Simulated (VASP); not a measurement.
Runs of VASP 6.6.1 on La2O3. The structure is that of space group P-3m1 (No. 164), or close to it. The cells are those of the table. 

```csv
task,level,cell,cutoff (eV),gap on the mesh (eV),pressure (GPa),relaxed volume (Å³/atom),largest force (eV/Å)
single point,PBE+D3(BJ),"a = 3.922, b = 3.922, c = 6.101 Å, angles 90.0, 90.0, 120.0°, 5 atoms",520,3.87,-0.3,-,0.01
single point,PBE+D4,"a = 3.919, b = 3.919, c = 6.103 Å, angles 90.0, 90.0, 120.0°, 5 atoms",520,3.87,-0.3,-,0.01
relaxation of cell and atoms,PBE+D4,"relaxed from a = 3.931, b = 3.931, c = 6.112 Å, angles 90.0, 90.0, 120.0°, 5 atoms",600,3.88,0.0,16.19,-
relaxation of cell and atoms,RPBE,"relaxed from a = 3.931, b = 3.931, c = 6.112 Å, angles 90.0, 90.0, 120.0°, 5 atoms",600,3.89,0.0,17.05,-
relaxation of cell and atoms,PBE+D3(BJ),"relaxed from a = 3.931, b = 3.931, c = 6.112 Å, angles 90.0, 90.0, 120.0°, 5 atoms",600,3.88,0.0,16.20,-
single point,RPBE,"a = 3.964, b = 3.964, c = 6.289 Å, angles 90.0, 90.0, 120.0°, 5 atoms",520,3.89,-0.3,-,(a)
```

Alike in all rows: potentials or basis VASP PAW PBE potentials, release 64 (La, O); no spin polarisation; k mesh 6 × 6 × 4; smearing fermi-dirac 0.02 eV.

Q: Estimate the missing entries.

A: (a) 0.02.

Caveats: spin-orbit coupling is left out, which moves the levels of the heavy elements; the PAW data sets were made with another functional, which shifts forces and pressure a little (some runs).

A k mesh can miss the band edges, and the runs leave out spin-orbit coupling on La.
